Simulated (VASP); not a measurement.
Wanted: the native input for a VASP 6.6.1 run.

```yaml
Task: single point
Functional: PBEsol
Potentials_or_basis: VASP PAW PBE potentials, release 64 (Na_pv)
Cutoff: 520 eV
k_mesh: 12 × 12 × 12
Occupations: fermi-dirac, width 0.05 eV
Spin: no spin polarisation
Dipole_correction: no
Further_INCAR_settings: ALGO = Normal; EDIFF = 1e-06; NBANDS = 10
```

The structure of Na lies in POSCAR:

```
Na
1.0
   -2.1175000000      2.1175000000      2.0963250000
    2.1175000000     -2.1175000000      2.0963250000
    2.1175000000      2.1175000000     -2.0963250000
Na
1
Direct
    0.0000000000      0.0000000000      0.0000000000
```

This cell differs from its parent crystal: zz strain of -1 %.

These files were run (other wordings do the same):

INCAR

```
SYSTEM = Na
ALGO = Normal ; EDIFF = 1E-6
ENCUT = 520 ; GGA = PS
ISIF = 2 ; ISMEAR = -1
LASPH = .True. ; LCHARG = .True.
LELF = .True. ; LREAL = .False.
LVHAR = .True. ; LWAVE = .False.
NBANDS = 10 ; NELM = 60
PREC = Accurate ; SIGMA = 0.05
```

KPOINTS

```
k-points
0
Gamma
  12 12 12
  0 0 0
```

Potentials or basis: VASP PAW PBE potentials, release 64 (Na_pv).

Run with:

```bash
$ cat potpaw_PBE.64/Na_pv/POTCAR > POTCAR
$ mpirun -np 1 vasp_std > vasp.out
```

Results of the run:

```
Pressure : -0.3 GPa
```

Caveat: the cell differs from its parent crystal (zz strain of -1 %); the PAW data sets were made with another functional, which shifts forces and pressure a little.

Run time: 27 s on 1 thread of Intel Xeon 6975P-C, with other jobs on the host, peak memory 0.18 GiB.
